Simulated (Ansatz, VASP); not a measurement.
# Two plane-wave programs on LiCl

The input POSCAR:

```
LiCl
1.0
    0.0000000000      2.8194066883      2.8194066883
    2.8194066883      0.0000000000      2.8194066883
    2.8194066883      2.8194066883      0.0000000000
Li Cl
1 1
Direct
    0.0000000000      0.0000000000      0.0000000000
    0.2500000000      0.2500000000      0.2500000000
```

File INCAR.step1:

```
SYSTEM = LiCl
  PREC = Accurate
  ENCUT = 520
  EDIFF = 1E-5
  ISMEAR = 0
  SIGMA = 0.01
  LREAL = .FALSE.
  LASPH = .TRUE.
  NELM = 80
  ALGO = Normal
  ISIF = 2
  LWAVE = .TRUE.
  GGA = PE
  NBANDS = 12
```

File INCAR.step2:

```
SYSTEM = LiCl
  PREC = Accurate
  ENCUT = 520
  EDIFF = 1E-6
  ISMEAR = 0
  SIGMA = 0.01
  LREAL = .FALSE.
  LASPH = .TRUE.
  NELM = 80
  ALGO = Normal
  ISIF = 2
  LWAVE = .FALSE.
  LCHARG = .TRUE.
  GGA = PE
  LHFCALC = .TRUE.
  HFSCREEN = 0.2079
  PRECFOCK = Normal
  LELF = .TRUE.
  LVHAR = .TRUE.
  ISTART = 1
  NBANDS = 12
```

File KPOINTS:

```
Automatic mesh
0
G
  6 6 6
  0 0 0
```

Input for Ansatz:

```yaml
crystal:
  lattice:
    - [0.0, 2.8194066883, 2.8194066883]
    - [2.8194066883, 0.0, 2.8194066883]
    - [2.8194066883, 2.8194066883, 0.0]
  atoms:
    - { symbol: Li, position: [0.0, 0.0, 0.0] }
    - { symbol: Cl, position: [0.25, 0.25, 0.25] }
kpoints:
  mp_grid: { grid: [6, 6, 6] }
  band_path:
    path:
      - [0.0, 0.0, 0.0]
      - [-0.5, -0.5, 0.0]
      - [-0.375, -0.375, 0.25]
      - [-0.375, 0.0, 0.375]
      - [0.0, 0.0, 0.5]
      - [-0.5, -0.25, 0.25]
    npoints: 1
hamiltonian:
  xc: hse06
scf:
  occupations: { method: fixed }
  n_extra_bands: 4
output:
  forces: true
  stress: true
  eigenvalues: true
```

Change from the starting cell: hydrostatic strain +3.2%.

Alike in both runs: task single point; functional HSE06; k mesh 6 × 6 × 6; no spin polarisation.

```csv
,VASP,Ansatz
version,VASP 6.6.1,Ansatz 0.2.0
potentials or method,"VASP PAW PBE potentials, release 64 (Li_sv, Cl)","plane waves, PAW"
plane-wave cutoff (eV),520,420
occupations,"gaussian, width 0.01 eV",fixed
valence electrons in the cell,10,10
```

```tsv
	VASP	Ansatz	Ansatz less VASP
gap on the k mesh at the Fermi level (eV)	7.05	7.05	+0.001
```

Ansatz's warnings: stress exchange threshold loose, stress scf threshold loose.

Noted on VASP's run: the cutoff is under 1.25 times that of the potentials, so the pressure is a little rough.
